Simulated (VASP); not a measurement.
Input of a VASP 6.6.1 run:

The input INCAR:

```
SYSTEM = SiC
ALGO = Normal
EDIFF = 1E-6
ENCUT = 520
GGA = PS
ISIF = 2
ISMEAR = 0
LASPH = .True.
LCHARG = .True.
LELF = .True.
LREAL = .False.
LVHAR = .True.
LWAVE = .False.
NBANDS = 11
NELM = 100
PREC = Accurate
SIGMA = 0.05
```

The input KPOINTS:

```
k-points
0
Gamma
  20 20 20
  0 0 0
```

Contents of POSCAR:

```
SiC
1.0
    0.0000000000      1.8724839556      1.8724839556
    1.8724839556      0.0000000000      1.8724839556
    1.8724839556      1.8724839556      0.0000000000
C Si
1 1
Direct
    0.0000000000      0.0000000000      0.0000000000
    0.5000000000      0.5000000000      0.5000000000
```

Potentials or basis: VASP PAW PBE potentials, release 64 (C, Si).

Launch:

```sh
$ cat potpaw_PBE.64/C/POTCAR potpaw_PBE.64/Si/POTCAR > POTCAR
$ mpirun -np 1 vasp_std > vasp.out
```

Task: Estimate the band gap on the k mesh.

Result: 0.80 eV, indirect (least direct gap 6.13 eV).

Task: What does it give for the pressure?

Result: 94.9 GPa.

Caveat: the PAW data sets were made with another functional, which shifts forces and pressure a little. A k mesh can miss the band edges.
